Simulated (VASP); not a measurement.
Runs of VASP 6.6.1 on Cd2SO. The structure is that of space group P-4m2 (No. 115), or close to it. The cells are those of the table. 

| task | level | spin | cell | cutoff (eV) | gap on the mesh (eV) | pressure (GPa) | largest force (eV/Å) |
| --- | --- | --- | --- | --- | --- | --- | --- |
| single point | PBE | non-collinear, zero start, SOC | a = 3.919, b = 3.919, c = 5.288 Å, 4 atoms | 520 | - | 3.0 | (a) |
| single point | PBE | off | a = 3.929, b = 3.929, c = 5.439 Å, 4 atoms | 520 | none | (b) | 0.02 |
| single point | r2SCAN | off | a = 3.919, b = 3.919, c = 5.288 Å, 4 atoms | 520 | 0.36 | 0.7 | 0.04 |
| relaxation of cell and atoms | PBE | off | relaxed from a = 3.554, b = 3.554, c = 5.026 Å, 4 atoms | 600 | none | 0.0 | - |

Alike in all rows: potentials or basis VASP PAW PBE potentials, release 64 (O, Cd, S); k mesh 6 × 6 × 6; smearing fermi-dirac 0.02 eV.

Question: Fill in the values left out.

Answer: (a) 0.15; (b) 0.6.

Caveats: the PAW data sets were made with another functional, which shifts forces and pressure a little (some runs).

A k mesh can miss the band edges, and rows without SOC leave out spin-orbit coupling on Cd.

A gap of «none» marks levels without a gap at the run's occupations.
